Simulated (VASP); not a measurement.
Here is a VASP 6.6.1 calculation.

The input INCAR:

```
PREC = Accurate
ENCUT = 1330
EDIFF = 1E-6
ISMEAR = 0
SIGMA = 0.1
LREAL = False
LASPH = True
NELM = 120
ALGO = Normal
ISIF = 2
LWAVE = False
LCHARG = True
GGA = PE
LELF = True
LVHAR = True
NBANDS = 48
GGA_COMPAT = False
```

The input KPOINTS:

```
regular mesh
0
Gamma
  4 4 4
```

The input POSCAR:

```
AlZnC6N6
1.0
    0.0000000000      5.0495000000      5.0495000000
    5.0495000000      0.0000000000      5.0495000000
    5.0495000000      5.0495000000      0.0000000000
Al Zn C N
1 1 6 6
Direct
    0.5000000000      0.5000000000      0.5000000000
    0.0000000000      0.0000000000      0.0000000000
    0.8101792300      0.1898207700      0.1898207700
    0.1898207700      0.8101792300      0.1898207700
    0.1898207700      0.1898207700      0.8101792300
    0.1898207700      0.8101792300      0.8101792300
    0.8101792300      0.1898207700      0.8101792300
    0.8101792300      0.8101792300      0.1898207700
    0.6943261700      0.3056738300      0.3056738300
    0.3056738300      0.6943261700      0.3056738300
    0.3056738300      0.3056738300      0.6943261700
    0.3056738300      0.6943261700      0.6943261700
    0.6943261700      0.3056738300      0.6943261700
    0.6943261700      0.6943261700      0.3056738300
```

Potentials or basis: VASP PAW PBE potentials, release 64 (Al, Zn, C_h, N_h).

The run is started by

```sh
$ cat potpaw_PBE.64/Al/POTCAR potpaw_PBE.64/Zn/POTCAR potpaw_PBE.64/C_h/POTCAR potpaw_PBE.64/N_h/POTCAR > POTCAR
$ mpirun -np 1 vasp_std > vasp.out
```

Predict the largest force.

3.640 eV/Å.

What does it give for the pressure?

6.7 GPa.

Forces on the atoms (eV/Å):
```
Al   0.000  0.000  0.000
Zn   0.000  0.000  0.000
C    3.640  0.000  0.000
C    0.000  3.640  0.000
C    0.000  0.000  3.640
C   -3.640  0.000  0.000
C    0.000 -3.640  0.000
C    0.000  0.000 -3.640
N   -0.794  0.000  0.000
N    0.000 -0.794  0.000
N    0.000  0.000 -0.794
N    0.794  0.000  0.000
N    0.000  0.794  0.000
N    0.000  0.000  0.794
```

Caveat: the cell stands under pressure; an odd number of electrons without spin polarisation forces a metal; a magnetic or distorted state may lie lower.
